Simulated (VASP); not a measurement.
# VO2 (P4_2/mnm) in VASP: single point with PBEsol

Aim: the single point of VO2 with PBEsol.

All numbers are computed with VASP 6.6.1; they aren't measurements. Logs are shortened: lines on timing, memory, paths and dates and some standing lists are left out, and cuts for length are marked.

### Step 1. The cell of the first run

Symmetry: P4_2/mnm, No. 136, tetragonal system. Conventional cell: a = 4.672 Å, b = 4.672 Å, c = 2.751 Å, α = 90.00°, β = 90.00°, γ = 90.00°. Within 2.5 Å of V (site symmetry mmm) lie 6 O at 1.91 to 1.98 Å. Within 2.5 Å of O (site symmetry m2m) lie 3 V at 1.91 to 1.98 Å.

### Step 2. Single point, PBEsol, collinear spin, ferromagnetic start (biaxial strain in the a-b plane: +3.0 %)

Contents of INCAR:

```
ALGO     = Normal         # electronic algorithm
EDIFF    = 1E-6           # SCF threshold, eV
ENCUT    = 600            # plane-wave cutoff, eV
GGA      = PS             # functional
GGA_COMPAT= F            
ISIF     = 2              # what is computed and relaxed
ISMEAR   = 0              # smearing method
ISPIN    = 2              # spin polarisation
LASPH    = T              # aspherical terms in the spheres
LCHARG   = F              # write CHGCAR
LMAXMIX  = 4              # l up to which the mixer works
LORBIT   = 11             # projections on sites
LREAL    = F              # projectors in reciprocal space
LWAVE    = F              # write WAVECAR
MAGMOM   = -0.87 -0.87 0 0 0 0 # initial moments
NBANDS   = 38             # bands
NELM     = 200            # most SCF steps
PREC     = Accurate       # precision mode
SIGMA    = 0.1            # smearing width, eV
```

Contents of KPOINTS:

```
k-points
0
Gamma
  8 8 12
```

Contents of POSCAR:

```
VO2
1.0
    4.6722105777      0.0000000000      0.0000000000
    0.0000000000      4.6722105777      0.0000000000
    0.0000000000      0.0000000000      2.7514859920
V O
2 4
Direct
    0.0000000000      0.0000000000      0.0000000000
    0.5000000000      0.5000000000      0.5000000000
    0.2991131525      0.2991131525      0.0000000000
    0.7008868475      0.7008868475      0.0000000000
    0.7991131525      0.2008868475      0.5000000000
    0.2008868475      0.7991131525      0.5000000000
```

Potentials or basis: VASP PAW PBE potentials, release 64 (V_sv, O).

On the command line:

```console
cat potpaw_PBE.64/V_sv/POTCAR potpaw_PBE.64/O/POTCAR > POTCAR
mpirun -np 1 vasp_std > vasp.out
```

OUTCAR:

```text
EDIFF = 1E-6
   ENCUT = 600
   GGA = PS
   ISIF = 2
   ISMEAR = 0
   ISPIN = 2
   LASPH = T
   LORBIT = 11
   LREAL = F
   NELM = 200
   PREC = Accurate

 ion  position               nearest neighbor table
   1  0.000  0.000  0.000-   5 1.91   6 1.91   5 1.91   6 1.91   3 1.98   4 1.98
   2  0.500  0.500  0.500-   3 1.91   4 1.91   3 1.91   4 1.91   5 1.98   6 1.98
   3  0.299  0.299  0.000-   2 1.91   2 1.91   1 1.98
   4  0.701  0.701  0.000-   2 1.91   2 1.91   1 1.98
   5  0.799  0.201  0.500-   1 1.91   1 1.91   2 1.98
   6  0.201  0.799  0.500-   1 1.91   1 1.91   2 1.98

  LATTYP: Found a simple tetragonal cell.
 ALAT       =     4.6722105777
 C/A-ratio  =     0.5889045338

  Lattice vectors:

 A1 = (   4.6722105777,   0.0000000000,   0.0000000000)
 A2 = (   0.0000000000,   4.6722105777,   0.0000000000)
 A3 = (   0.0000000000,   0.0000000000,   2.7514859920)

Analysis of symmetry for initial positions (statically):
=====================================================================
 Subroutine PRICEL returns:
 Original cell was already a primitive cell.

 Routine SETGRP: Setting up the symmetry group for a
 simple tetragonal supercell.

 Subroutine GETGRP returns: Found 16 space group operations
 (whereof  8 operations were pure point group operations)
 out of a pool of 16 trial point group operations.

The static configuration has the point symmetry D_2h.
 The point group associated with its full space group is D_4h.

Analysis of symmetry for dynamics (positions and initial velocities):
=====================================================================
 Subroutine PRICEL returns:
 Original cell was already a primitive cell.

 Routine SETGRP: Setting up the symmetry group for a
 simple tetragonal supercell.

 Subroutine GETGRP returns: Found 16 space group operations
 (whereof  8 operations were pure point group operations)
 out of a pool of 16 trial point group operations.

The dynamic configuration has the point symmetry D_2h.
 The point group associated with its full space group is D_4h.

Analysis of structural, dynamic, and magnetic symmetry:
=====================================================================
 Subroutine PRICEL returns:
 Original cell was already a primitive cell.

 Routine SETGRP: Setting up the symmetry group for a
 simple tetragonal supercell.

 Subroutine GETGRP returns: Found 16 space group operations
 (whereof  8 operations were pure point group operations)
 out of a pool of 16 trial point group operations.

The overall configuration has the point symmetry D_2h.
 The point group associated with its full space group is D_4h.

 Subroutine INISYM returns: Found 16 space group operations
 (whereof  8 operations are pure point group operations),
 and found     1 'primitive' translations

----------------------------------------------------------------------------------------

                                     Primitive cell

  volume of cell :      60.0637

  direct lattice vectors                    reciprocal lattice vectors
     4.672210578  0.000000000  0.000000000     0.214031449  0.000000000  0.000000000
     0.000000000  4.672210578  0.000000000     0.000000000  0.214031449  0.000000000
     0.000000000  0.000000000  2.751485992     0.000000000  0.000000000  0.363439975

  length of vectors
     4.672210578  4.672210578  2.751485992     0.214031449  0.214031449  0.363439975

  position of ions in fractional coordinates (direct lattice)
     0.000000000  0.000000000  0.000000000
     0.500000000  0.500000000  0.500000000
     0.299113152  0.299113152  0.000000000
     0.700886848  0.700886848  0.000000000
     0.799113152  0.200886848  0.500000000
     0.200886848  0.799113152  0.500000000

  ion indices of the primitive-cell ions
   primitive index   ion index
                 1           1
                 2           2
                 3           3
                 4           4
                 5           5
                 6           6

[... 50 lines left out ...]
  0.375000  0.125000  0.083333     16.000000
  0.500000  0.125000  0.083333      8.000000
 [... further k-points ...]
   k-points           NKPTS =    105   k-points in BZ     NKDIM =    105   number of bands    NBANDS=     38
   number of dos      NEDOS =    301   number of ions     NIONS =      6
   total plane-waves  NPLWV =  38400
   dimension x,y,z NGX =    40 NGY =   40 NGZ =   24
   dimension x,y,z NGXF=    80 NGYF=   80 NGZF=   48
   ions per type =               2   4
   NGX,Y,Z   is equivalent  to a cutoff of  14.23, 14.23, 14.50 a.u.
   NGXF,Y,Z  is equivalent  to a cutoff of  28.47, 28.47, 29.00 a.u.
 SYSTEM =  unknown system
   PREC   = accura    normal or accurate (medium, high low for compatibility)
   ISTART =      0    job   : 0-new  1-cont  2-samecut
   ICHARG =      2    charge: 1-file 2-atom 10-const
   ISPIN  =      2    spin polarized calculation?
   LNONCOLLINEAR =      F non collinear calculations
   LSORBIT =      F    spin-orbit coupling
   LASPH  =      T    aspherical Exc in radial PAW
   ENCUT  =  600.0 eV  44.10 Ry    6.64 a.u.   9.33  9.33  5.50*2*pi/ulx,y,z
   NELM   =    200;   NELMIN=  2; NELMDL= -5     # of ELM steps
   EDIFF  = 0.1E-05   stopping-criterion for ELM
   LREAL  =      F    real-space projection
   EDIFFG = 0.1E-04   stopping-criterion for IOM
   NSW    =      0    number of steps for IOM
   IBRION =     -1    ionic relax: 0-MD 1-quasi-New 2-CG
   NFREE  =      0    steps in history (QN), initial steepest desc. (CG)
   ISIF   =      2    stress and relaxation
   ISYM   =      2    0-nonsym 1-usesym 2-fastsym
   POTIM  = 0.5000    time-step for ionic-motion
   TEBEG  =    0.0;   TEEND  =   0.0 temperature during run
   PSTRESS=    0.0 pullay stress
   NELECT =      50.0000    total number of electrons
   NUPDOWN=      -1.0000    fix difference up-down
   EMIN   =  10.00;   EMAX   =-10.00  energy-range for DOS
   EFERMI =   0.00;   METHOD = LEGACY
   ISMEAR =     0;   SIGMA  =   0.10  broadening in eV -4-tet -1-fermi 0-gaus
   EFERMI_NEDOS =   21; number of points for ismear=-14 and -15
   IALGO  =     38    algorithm
   IMIX   =      4    mixing-type and parameters
     AMIX     =   0.40;   BMIX     =  1.00
     AMIX_MAG =   1.60;   BMIX_MAG =  1.00
  volume/ion in A,a.u.               =      10.01        67.55
  Fermi-wavevector in a.u.,A,eV,Ry     =   1.540024  2.910223 32.268578  2.371674
  Thomas-Fermi vector in A             =   2.646169
   LORBIT       =     11    0 simple, 1 ext, 2 COOP (PROOUT), +10 PAW based schemes
   GGA     = PS    functional components
   LHFCALC =     F    Hartree Fock is set to
   AEXX    =    0.0000 exact exchange contribution
   IVDW    =     0    specifies the selected vdW correction
   LEPSILON=     F    determine dielectric tensor
   LRPA    =     F    only Hartree local field effects (RPA)
 spin polarized calculation
 Gauss-broadening in eV      SIGMA  =   0.10
  energy-cutoff  :      600.00
  volume of cell :       60.06
 maximum number of plane-waves:      2032
 NGX is ok and might be reduce to    40
   NGX = 19   NGY = 19   NGZ = 11

 number of electron      50.0000013 magnetization      -1.8546359

 Free energy of the ion-electron system (eV)
  ---------------------------------------------------
  ext. energy  EPLUGINS =         0.00000000
  ---------------------------------------------------
  free energy    TOTEN  =       -54.52634841 eV

  energy without entropy =      -54.50854372  energy(sigma->0) =      -54.51744607

 E-fermi :   5.9845     XC(G=0): -11.9486

 val. band max:        5.9830483432   @ k =   0.5000   0.5000   0.2500
 cond. band min:       5.9856218631   @ k =   0.1250   0.0000   0.0000
 fundamental gap:      0.0025735200
 Fermi energy:         5.9844749371

 spin component 1

 k-point     1 :       0.0000    0.0000    0.0000
  band No.  band energies     occupation
      1     -58.8500      1.00000
      2     -58.8419      1.00000
      3     -32.8041      1.00000
      4     -32.8041      1.00000
      5     -32.7123      1.00000
      6     -32.7123      1.00000
[... 949 lines left out ...]
     36      15.2780      0.00000
     37      18.3057      0.00000

 [... further k-points ...]

 spin component 2

 k-point     1 :       0.0000    0.0000    0.0000
  band No.  band energies     occupation
      1     -59.8335      1.00000
      2     -59.8258      1.00000
      3     -33.7804      1.00000
      4     -33.7804      1.00000
      5     -33.6882      1.00000
      6     -33.6882      1.00000
[... 949 lines left out ...]
     36      15.1659      0.00000
     37      18.0645      0.00000

 [... further k-points ...]

 [bands above 37 left out]

------------------------ aborting loop because EDIFF is reached ----------------------------------------

  FORCE on cell =-STRESS in cart. coord.  units (eV):
  Direction    XX          YY          ZZ          XY          YZ          ZX
  --------------------------------------------------------------------------------------
  -------------------------------------------------------------------------------------
  Total       -4.5418246     -4.5418246     -0.2958500     -0.0000000      0.0000000      0.0000000
  in kB     -121.1515053   -121.1515053     -7.8916904     -0.0000000      0.0000000      0.0000000
  external PRESSURE =     -83.3982337 kB  Pullay stress =       0.0000000 kB

 VOLUME and BASIS-vectors are now :
 -----------------------------------------------------------------------------
  energy-cutoff  :      600.00
  volume of cell :       60.06
      direct lattice vectors                 reciprocal lattice vectors
     4.672210578  0.000000000  0.000000000     0.214031449  0.000000000  0.000000000
     0.000000000  4.672210578  0.000000000     0.000000000  0.214031449  0.000000000
     0.000000000  0.000000000  2.751485992     0.000000000  0.000000000  0.363439975

 POSITION                                       TOTAL-FORCE (eV/Angst)
 -----------------------------------------------------------------------------------
      0.00000      0.00000      0.00000         0.000000      0.000000      0.000000
      2.33611      2.33611      1.37574         0.000000      0.000000      0.000000
      1.39752      1.39752      0.00000         0.035482      0.035482      0.000000
      3.27469      3.27469      0.00000        -0.035482     -0.035482      0.000000
      3.73362      0.93859      1.37574         0.035482     -0.035482      0.000000
      0.93859      3.73362      1.37574        -0.035482      0.035482      0.000000
 -----------------------------------------------------------------------------------
    total drift:                                0.000000     -0.000000     -0.000000

  FREE ENERGIE OF THE ION-ELECTRON SYSTEM (eV)
  ---------------------------------------------------
  free  energy   TOTEN  =       -54.5263484078 eV

  energy  without entropy=      -54.5085437224  energy(sigma->0) =      -54.51744607

 total charge

# of ion       s       p       d       tot
------------------------------------------
    1        2.283   6.341   2.928  11.553
    2        2.283   6.341   2.928  11.553
    3        1.563   3.447   0.000   5.010
    4        1.563   3.447   0.000   5.010
    5        1.563   3.447   0.000   5.010
    6        1.563   3.447   0.000   5.010
--------------------------------------------------
tot         10.819  26.470   5.857  43.146

 magnetization (x)

# of ion       s       p       d       tot
------------------------------------------
    1       -0.010  -0.011  -0.928  -0.949
    2       -0.010  -0.011  -0.928  -0.949
    3        0.002   0.039   0.000   0.041
    4        0.002   0.039   0.000   0.041
    5        0.002   0.039   0.000   0.041
    6        0.002   0.039   0.000   0.041
--------------------------------------------------
tot         -0.013   0.136  -1.856  -1.734
```

It took 4.8 min on 1 thread of Intel Xeon 6975P-C (Granite Rapids), shared host; peak memory 0.51 GiB.

Results:

```yaml
Free_energy: -54.5263 eV
Pressure: -8.3 GPa
Largest_force: 0.050 eV/Å
Net_moment: -1.85 μB per cell
Site_moments: V -0.95; O +0.04 μB
Valence_electrons_inside_the_program's_atomic_spheres: V 11.55; O 5.01
```

Forces in eV/Å, atoms in the order of the input:
```
V    0.000  0.000  0.000
V    0.000  0.000  0.000
O    0.035  0.035  0.000
O   -0.035 -0.035  0.000
O    0.035 -0.035  0.000
O   -0.035  0.035  0.000
```

Caveat: the cell differs from its parent crystal (biaxial strain in the a-b plane: +3.0 %); the stress differs along the axes, from -12 to -1 GPa; the PAW data sets were made with another functional, which shifts forces and pressure a little; semilocal functionals often make such compounds metallic where correlation or magnetic order opens a gap, which also shifts bond lengths.
